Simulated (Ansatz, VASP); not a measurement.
## Two plane-wave programs on BaTiO3

```xyz
10
Lattice="-3.9854 0.0000 0.0000 0.0000 3.9854 4.2018 0.0000 3.9854 -4.2018" Properties=species:S:1:pos:R:3 pbc="T T T"
Ba    0.0000    3.9854    4.1443
Ba    0.0000    3.9854   -0.0575
Ti   -1.9927    1.9927    1.9710
Ti   -1.9927    5.9780    1.9710
O    -1.9927    1.9927    0.1590
O    -1.9927    5.9780    0.1590
O    -1.9927    3.9854   -2.0279
O    -1.9927    3.9854    2.1739
O    -3.9854    5.9780   -2.0279
O    -3.9854    1.9927   -2.0279
```

Alike in both runs: task single point; functional PBE; k mesh 8 × 6 × 6; occupations gaussian, width 0.05 eV; no spin polarisation.

```csv
,VASP,Ansatz
version,VASP 6.6.1,Ansatz 0.2.0
potentials or method,"VASP PAW PBE potentials, release 64 (Ba_sv, Ti_sv, O), cutoff 520 eV","scalar-relativistic, plane waves, PAW"
valence electrons in the cell,80,80
```

Ansatz gave:

* gap on the k mesh at the Fermi level (eV): 1.84
* least direct gap on the mesh (eV): 2.34
* pressure (GPa): 0.0
* rms of the force components (eV/Å): 0.000

Question: What did VASP give for the same quantities?

Answer: gap on the k mesh at the Fermi level (eV): 1.79; least direct gap on the mesh (eV): 2.31; pressure (GPa): 1.6; rms of the force components (eV/Å): 0.034.

Atom by atom the forces differ by 0.034 eV/Å (rms over components).

Spin-orbit coupling is off throughout.
